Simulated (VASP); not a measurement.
Write the native input for VASP 6.6.1 that does the following.

* Task: single point
* Functional: PBE-based screened hybrid with 75 % exact exchange
* Potentials or basis: VASP PAW PBE potentials, release 64 (Ca_sv, Se)
* Cutoff: 400 eV
* k mesh: 6 × 6 × 2
* Occupations: gaussian, width 0.01 eV
* Spin: no spin polarisation
* Dipole correction: no
* Grid for exact exchange (PRECFOCK): Normal
* Share of exact exchange: 0.75
* Further INCAR settings: ALGO = Normal; EDIFF = 1e-06; NBANDS = 24
* Screening parameter: 0.1 1/Å

The system is CaSe.

```
Ca Se
1.0
     5.00560    0.00000    0.00000
    -2.50280    4.33497    0.00000
     0.00000    0.00000    5.87573
Ca Se
2 2
Direct
  0.33333 0.66667 0.93750
  0.66667 0.33333 0.43750
  0.33333 0.66667 0.43750
  0.66667 0.33333 0.93750
```

One way to write it, as run:

POSCAR

```
CaSe
1.0
    5.0055965840      0.0000000000      0.0000000000
   -2.5027982920      4.3349738028      0.0000000000
    0.0000000000      0.0000000000      5.8757325198
Ca Se
2 2
Direct
    0.3333333333      0.6666666667     -0.0624992790
    0.6666666667      0.3333333333      0.4375007210
    0.3333333333      0.6666666667      0.4374992790
    0.6666666667      0.3333333333      0.9374992790
```

INCAR.step1

```
SYSTEM = CaSe
ALGO     = Normal         ! electronic algorithm
EDIFF    = 1E-5           ! SCF threshold, eV
ENCUT    = 400            ! plane-wave cutoff, eV
GGA      = PE             ! functional
GGA_COMPAT= .FALSE.      
ISIF     = 2              ! what is computed and relaxed
ISMEAR   = 0              ! smearing method
LASPH    = .TRUE.         ! aspherical terms in the spheres
LREAL    = .FALSE.        ! projectors in reciprocal space
LWAVE    = .TRUE.         ! write WAVECAR
NBANDS   = 24             ! bands
NELM     = 120            ! most SCF steps
PREC     = Accurate       ! precision mode
SIGMA    = 0.01           ! smearing width, eV
```

INCAR.step2

```
SYSTEM = CaSe
AEXX     = 0.75           ! exact-exchange fraction
ALGO     = Normal         ! electronic algorithm
EDIFF    = 1E-6           ! SCF threshold, eV
ENCUT    = 400            ! plane-wave cutoff, eV
GGA      = PE             ! functional
GGA_COMPAT= .FALSE.      
HFSCREEN = 0.1            ! screening, 1/A
ISIF     = 2              ! what is computed and relaxed
ISMEAR   = 0              ! smearing method
ISTART   = 1            
LASPH    = .TRUE.         ! aspherical terms in the spheres
LCHARG   = .TRUE.         ! write CHGCAR
LELF     = .TRUE.         ! ELF
LHFCALC  = .TRUE.         ! exact exchange
LREAL    = .FALSE.        ! projectors in reciprocal space
LVHAR    = .TRUE.       
LWAVE    = .FALSE.        ! write WAVECAR
NBANDS   = 24             ! bands
NELM     = 120            ! most SCF steps
PREC     = Accurate       ! precision mode
PRECFOCK = Normal       
SIGMA    = 0.01           ! smearing width, eV
```

KPOINTS

```
k-points
0
G
  6 6 2
  0 0 0
```

Potentials or basis: VASP PAW PBE potentials, release 64 (Ca_sv, Se).

Run with:

```sh
$ cat potpaw_PBE.64/Ca_sv/POTCAR potpaw_PBE.64/Se/POTCAR > POTCAR
$ cp INCAR.step1 INCAR
$ mpirun -np 1 vasp_std > vasp.out
$ cp INCAR.step2 INCAR
$ mpirun -np 1 vasp_std > vasp.out
```

Results of the run:

```
Pressure               : -0.5 GPa
Band gap on the k mesh : 6.28 eV
```

Caveat: the k points lie up to 0.53 Å⁻¹ apart; the PAW data sets were made with another functional, which shifts forces and pressure a little.

It took 55 min on 1 thread of Intel(R) Xeon(R) Platinum 8488C (Sapphire Rapids), on a shared host, peak memory 0.36 GiB.
